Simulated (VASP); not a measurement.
# TiO2 in VASP: notebook

TiO2 is run at these levels: PBE; tasks: single point.

Everything below comes from runs of VASP 6.6.1. Logs are shortened: lines on timing, memory, paths and dates and some standing lists are left out, and cuts for length are marked.

### 1 The cell of the first run

Symmetry: P4_2/mnm, No. 136, tetragonal system. The conventional cell has a = 4.566 Å, b = 4.566 Å, c = 2.914 Å, α = 90.00°, β = 90.00°, γ = 90.00°. Within 2.6 Å of Ti (site symmetry mmm) lie 6 O at 1.93 to 1.97 Å. O (site symmetry m2m) has 3 Ti at 1.93 to 1.97 Å and 1 O at 2.52 Å within 2.6 Å.

### 2 Single point, PBE

Contents of INCAR:

```
PREC = Accurate ; ENCUT = 520
EDIFF = 1E-6 ; ISMEAR = 0
SIGMA = 0.05 ; LREAL = F
LASPH = T ; NELM = 100
ALGO = Normal ; ISIF = 2
LWAVE = F ; LCHARG = F
GGA = PE ; NBANDS = 33
```

Contents of KPOINTS:

```
regular mesh
0
Gamma
  6 6 10
```

Contents of POSCAR:

```
TiO2
1.0
    4.5658550395      0.0000000000      0.0000000000
    0.0000000000      4.5658550395      0.0000000000
    0.0000000000      0.0000000000      2.9143671652
Ti O
2 4
Direct
    0.0000000000      0.0000000000      0.0000000000
    0.5000000000      0.5000000000      0.5000000000
    0.3050970583      0.3050970583      0.0000000000
    0.1949029417      0.8050970583      0.5000000000
    0.6949029417      0.6949029417      0.0000000000
    0.8050970583      0.1949029417      0.5000000000
```

Potentials or basis: VASP PAW PBE potentials, release 64 (Ti_sv, O).

Run with:

```sh
cat potpaw_PBE.64/Ti_sv/POTCAR potpaw_PBE.64/O/POTCAR > POTCAR
mpirun -np 1 vasp_std > vasp.out
```

OUTCAR:

```text
PREC = Accurate
   ENCUT = 520
   EDIFF = 1E-6
   ISMEAR = 0
   LREAL = F
   LASPH = T
   NELM = 100
   ISIF = 2
   GGA = PE

 ion  position               nearest neighbor table
   1  0.000  0.000  0.000-   4 1.93   6 1.93   4 1.93   6 1.93   5 1.97   3 1.97
   2  0.500  0.500  0.500-   3 1.93   5 1.93   3 1.93   5 1.93   4 1.97   6 1.97
   3  0.305  0.305  0.000-   2 1.93   2 1.93   1 1.97
   4  0.195  0.805  0.500-   1 1.93   1 1.93   2 1.97
   5  0.695  0.695  0.000-   2 1.93   2 1.93   1 1.97
   6  0.805  0.195  0.500-   1 1.93   1 1.93   2 1.97

  LATTYP: Found a simple tetragonal cell.
 ALAT       =     4.5658550395
 C/A-ratio  =     0.6382960344

  Lattice vectors:

 A1 = (   4.5658550395,   0.0000000000,   0.0000000000)
 A2 = (   0.0000000000,   4.5658550395,   0.0000000000)
 A3 = (   0.0000000000,   0.0000000000,   2.9143671652)

Analysis of symmetry for initial positions (statically):
=====================================================================
 Subroutine PRICEL returns:
 Original cell was already a primitive cell.

 Routine SETGRP: Setting up the symmetry group for a
 simple tetragonal supercell.

 Subroutine GETGRP returns: Found 16 space group operations
 (whereof  8 operations were pure point group operations)
 out of a pool of 16 trial point group operations.

The static configuration has the point symmetry D_2h.
 The point group associated with its full space group is D_4h.

Analysis of symmetry for dynamics (positions and initial velocities):
=====================================================================
 Subroutine PRICEL returns:
 Original cell was already a primitive cell.

 Routine SETGRP: Setting up the symmetry group for a
 simple tetragonal supercell.

 Subroutine GETGRP returns: Found 16 space group operations
 (whereof  8 operations were pure point group operations)
 out of a pool of 16 trial point group operations.

The dynamic configuration has the point symmetry D_2h.
 The point group associated with its full space group is D_4h.

 Subroutine INISYM returns: Found 16 space group operations
 (whereof  8 operations are pure point group operations),
 and found     1 'primitive' translations

----------------------------------------------------------------------------------------

                                     Primitive cell

  volume of cell :      60.7559

  direct lattice vectors                    reciprocal lattice vectors
     4.565855039  0.000000000  0.000000000     0.219017028  0.000000000  0.000000000
     0.000000000  4.565855039  0.000000000     0.000000000  0.219017028  0.000000000
     0.000000000  0.000000000  2.914367165     0.000000000  0.000000000  0.343127665

  length of vectors
     4.565855039  4.565855039  2.914367165     0.219017028  0.219017028  0.343127665

  position of ions in fractional coordinates (direct lattice)
     0.000000000  0.000000000  0.000000000
     0.500000000  0.500000000  0.500000000
     0.305097058  0.305097058  0.000000000
     0.194902942  0.805097058  0.500000000
     0.694902942  0.694902942  0.000000000
     0.805097058  0.194902942  0.500000000

  ion indices of the primitive-cell ions
   primitive index   ion index
                 1           1
                 2           2
                 3           3
                 4           4
                 5           5
                 6           6

----------------------------------------------------------------------------------------

 KPOINTS: regular mesh

Automatic generation of k-mesh.
 Grid dimensions read from file:
 generate k-points for:    6    6   10

 Generating k-lattice:

  Cartesian coordinates                     Fractional coordinates (reciprocal lattice)
     0.036502838  0.000000000  0.000000000     0.166666667  0.000000000  0.000000000
     0.000000000  0.036502838  0.000000000     0.000000000  0.166666667  0.000000000
     0.000000000  0.000000000  0.034312766     0.000000000  0.000000000  0.100000000

  Length of vectors
     0.036502838  0.036502838  0.034312766

  Shift w.r.t. Gamma in fractional coordinates (k-lattice)
     0.000000000  0.000000000  0.000000000

 Subroutine IBZKPT returns following result:
 ===========================================

 Found     60 irreducible k-points:

 Following reciprocal coordinates:
            Coordinates               Weight
  0.000000  0.000000  0.000000      1.000000
  0.166667  0.000000  0.000000      4.000000
  0.333333  0.000000  0.000000      4.000000
  0.500000  0.000000  0.000000      2.000000
  0.166667  0.166667  0.000000      4.000000
  0.333333  0.166667  0.000000      8.000000
[... 16 lines left out ...]
  0.333333  0.000000  0.200000      8.000000
  0.500000  0.000000  0.200000      4.000000
 [... further k-points ...]
   k-points           NKPTS =     60   k-points in BZ     NKDIM =     60   number of bands    NBANDS=     33
   number of dos      NEDOS =    301   number of ions     NIONS =      6
   total plane-waves  NPLWV =  31104
   dimension x,y,z NGX =    36 NGY =   36 NGZ =   24
   dimension x,y,z NGXF=    72 NGYF=   72 NGZF=   48
   ions per type =               2   4
   NGX,Y,Z   is equivalent  to a cutoff of  13.11, 13.11, 13.69 a.u.
   NGXF,Y,Z  is equivalent  to a cutoff of  26.22, 26.22, 27.38 a.u.
 SYSTEM =  unknown system
   PREC   = accura    normal or accurate (medium, high low for compatibility)
   ISTART =      0    job   : 0-new  1-cont  2-samecut
   ICHARG =      2    charge: 1-file 2-atom 10-const
   ISPIN  =      1    spin polarized calculation?
   LNONCOLLINEAR =      F non collinear calculations
   LSORBIT =      F    spin-orbit coupling
   LASPH  =      T    aspherical Exc in radial PAW
   ENCUT  =  520.0 eV  38.22 Ry    6.18 a.u.   8.49  8.49  5.42*2*pi/ulx,y,z
   NELM   =    100;   NELMIN=  2; NELMDL= -5     # of ELM steps
   EDIFF  = 0.1E-05   stopping-criterion for ELM
   LREAL  =      F    real-space projection
   EDIFFG = 0.1E-04   stopping-criterion for IOM
   NSW    =      0    number of steps for IOM
   IBRION =     -1    ionic relax: 0-MD 1-quasi-New 2-CG
   NFREE  =      0    steps in history (QN), initial steepest desc. (CG)
   ISIF   =      2    stress and relaxation
   ISYM   =      2    0-nonsym 1-usesym 2-fastsym
   POTIM  = 0.5000    time-step for ionic-motion
   TEBEG  =    0.0;   TEEND  =   0.0 temperature during run
   PSTRESS=    0.0 pullay stress
   NELECT =      48.0000    total number of electrons
   NUPDOWN=      -1.0000    fix difference up-down
   EMIN   =  10.00;   EMAX   =-10.00  energy-range for DOS
   EFERMI =   0.00;   METHOD = LEGACY
   ISMEAR =     0;   SIGMA  =   0.05  broadening in eV -4-tet -1-fermi 0-gaus
   EFERMI_NEDOS =   21; number of points for ismear=-14 and -15
   IALGO  =     38    algorithm
   IMIX   =      4    mixing-type and parameters
     AMIX     =   0.40;   BMIX     =  1.00
     AMIX_MAG =   1.60;   BMIX_MAG =  1.00
  volume/ion in A,a.u.               =      10.13        68.33
  Fermi-wavevector in a.u.,A,eV,Ry     =   1.513419  2.859947 31.163273  2.290436
  Thomas-Fermi vector in A             =   2.623212
   LORBIT       =      0    0 simple, 1 ext, 2 COOP (PROOUT), +10 PAW based schemes
   GGA     = PE    functional components
   LHFCALC =     F    Hartree Fock is set to
   AEXX    =    0.0000 exact exchange contribution
   IVDW    =     0    specifies the selected vdW correction
   LEPSILON=     F    determine dielectric tensor
   LRPA    =     F    only Hartree local field effects (RPA)
 non-spin polarized calculation
 Gauss-broadening in eV      SIGMA  =   0.05
  energy-cutoff  :      520.00
  volume of cell :       60.76
 maximum number of plane-waves:      1648
 NGX is ok and might be reduce to    36
   NGX = 17   NGY = 17   NGZ = 11

 number of electron      48.0000018 magnetization

 Free energy of the ion-electron system (eV)
  ---------------------------------------------------
  ext. energy  EPLUGINS =         0.00000000
  ---------------------------------------------------
  free energy    TOTEN  =       -53.53723333 eV

  energy without entropy =      -53.53723333  energy(sigma->0) =      -53.53723333

 E-fermi :   5.4205     XC(G=0): -11.5540

 val. band max:        5.0962184148   @ k =   0.0000   0.0000   0.0000
 cond. band min:       7.0545114270   @ k =   0.0000   0.0000   0.0000
 fundamental gap:      1.9582930122
 Fermi energy:         5.4205449157

 k-point     1 :       0.0000    0.0000    0.0000
  band No.  band energies     occupation
      1     -51.6838      2.00000
      2     -51.6643      2.00000
      3     -28.0223      2.00000
      4     -28.0223      2.00000
      5     -27.8354      2.00000
      6     -27.8354      2.00000
[... 25 lines left out ...]
     32      12.0268      0.00000
     33      12.0317      0.00000

 k-point     2 :       0.1667    0.0000    0.0000
  band No.  band energies     occupation
      1     -51.6825      2.00000
      2     -51.6656      2.00000
      3     -28.0125      2.00000
      4     -28.0115      2.00000
      5     -27.8474      2.00000
      6     -27.8464      2.00000
[... 25 lines left out ...]
     32      11.9356      0.00000
     33      11.9587      0.00000

 k-point     3 :       0.3333    0.0000    0.0000
  band No.  band energies     occupation
      1     -51.6789      2.00000
      2     -51.6691      2.00000
      3     -27.9865      2.00000
      4     -27.9840      2.00000
      5     -27.8775      2.00000
      6     -27.8749      2.00000
[... 25 lines left out ...]
     32      11.7411      0.00000
     33      11.7787      0.00000

 k-point     4 :       0.5000    0.0000    0.0000
  band No.  band energies     occupation
      1     -51.6740      2.00000
      2     -51.6740      2.00000
      3     -27.9638      2.00000
      4     -27.9638      2.00000
      5     -27.8988      2.00000
      6     -27.8988      2.00000
[... 25 lines left out ...]
     32      11.4312      0.00000
     33      11.6626      0.00000

 k-point     5 :       0.1667    0.1667    0.0000
  band No.  band energies     occupation
      1     -51.6814      2.00000
      2     -51.6667      2.00000
      3     -28.0258      2.00000
      4     -27.9825      2.00000
      5     -27.8782      2.00000
      6     -27.8332      2.00000
[... 604 lines left out ...]
 k-point    22 :       0.1667    0.0000    0.2000
  band No.  band energies     occupation
      1     -51.6641      2.00000
      2     -51.6504      2.00000
      3     -27.9828      2.00000
      4     -27.9665      2.00000
      5     -27.9448      2.00000
      6     -27.9398      2.00000
[... 25 lines left out ...]
     32      11.3041      0.00000
     33      11.5234      0.00000

 k-point    23 :       0.3333    0.0000    0.2000
  band No.  band energies     occupation
      1     -51.6612      2.00000
      2     -51.6533      2.00000
      3     -27.9840      2.00000
      4     -27.9607      2.00000
      5     -27.9380      2.00000
      6     -27.9211      2.00000
[... 25 lines left out ...]
     32      10.8942      0.00000
     33      11.5135      0.00000

 k-point    24 :       0.5000    0.0000    0.2000
  band No.  band energies     occupation
      1     -51.6572      2.00000
      2     -51.6572      2.00000
      3     -27.9745      2.00000
      4     -27.9745      2.00000
      5     -27.9168      2.00000
      6     -27.9168      2.00000
[... 25 lines left out ...]
     32      10.6914      0.00000
     33      11.8846      0.00000

 [... further k-points ...]

------------------------ aborting loop because EDIFF is reached ----------------------------------------

  FORCE on cell =-STRESS in cart. coord.  units (eV):
  Direction    XX          YY          ZZ          XY          YZ          ZX
  --------------------------------------------------------------------------------------
  -------------------------------------------------------------------------------------
  Total        4.6210456      4.6210456      6.1186738     -0.0000000      0.0000000      0.0000000
  in kB      121.8603258    121.8603258    161.3538664     -0.0000000      0.0000000      0.0000000
  external PRESSURE =     135.0248393 kB  Pullay stress =       0.0000000 kB

 VOLUME and BASIS-vectors are now :
 -----------------------------------------------------------------------------
  energy-cutoff  :      520.00
  volume of cell :       60.76
      direct lattice vectors                 reciprocal lattice vectors
     4.565855039  0.000000000  0.000000000     0.219017028  0.000000000  0.000000000
     0.000000000  4.565855039  0.000000000     0.000000000  0.219017028  0.000000000
     0.000000000  0.000000000  2.914367165     0.000000000  0.000000000  0.343127665

 POSITION                                       TOTAL-FORCE (eV/Angst)
 -----------------------------------------------------------------------------------
      0.00000      0.00000      0.00000         0.000000      0.000000      0.000000
      2.28293      2.28293      1.45718         0.000000      0.000000      0.000000
      1.39303      1.39303      0.00000        -0.216419     -0.216419     -0.000000
      0.88990      3.67596      1.45718         0.216419     -0.216419      0.000000
      3.17283      3.17283      0.00000         0.216419      0.216419      0.000000
      3.67596      0.88990      1.45718        -0.216419      0.216419      0.000000
 -----------------------------------------------------------------------------------
    total drift:                               -0.000000      0.000000     -0.000000

  FREE ENERGIE OF THE ION-ELECTRON SYSTEM (eV)
  ---------------------------------------------------
  free  energy   TOTEN  =       -53.5372333251 eV

  energy  without entropy=      -53.5372333251  energy(sigma->0) =      -53.53723333
```

Wall time 95 s (1 thread of Intel Xeon Platinum 8375C at 2.90GHz (Ice Lake), shared host); peak memory 0.23 GiB.

Results:

* Free energy: -53.5372 eV
* Pressure: 13.5 GPa
* Largest force: 0.306 eV/Å
* Band gap on the k mesh: 1.96 eV

Forces on the atoms (eV/Å):
```
Ti   0.000  0.000  0.000
Ti   0.000  0.000  0.000
O   -0.216 -0.216  0.000
O    0.216 -0.216  0.000
O    0.216  0.216  0.000
O   -0.216  0.216  0.000
```

Levels at points of the mesh, in eV from the valence-band top:
```csv
k point,band 22,band 23,band 24,band 25,band 26,band 27
"(0.00, 0.00, 0.00)",-0.43,-0.43,0.00,1.96,2.28,2.56
"(0.50, 0.00, 0.00)",-1.59,-0.76,-0.76,2.67,2.67,3.17
"(0.50, 0.50, 0.00)",-1.25,-1.04,-1.04,2.00,2.00,2.66
"(0.00, 0.00, 0.50)",-2.41,-1.43,-1.43,3.09,3.09,3.39
"(0.50, 0.00, 0.50)",-2.09,-1.05,-1.05,1.99,1.99,3.41
"(0.50, 0.50, 0.50)",-1.30,-0.67,-0.67,2.70,2.70,3.36
```

Caveat: the cell stands under pressure. A k mesh can miss the band edges.

(Part 1 of 2 ends here.)
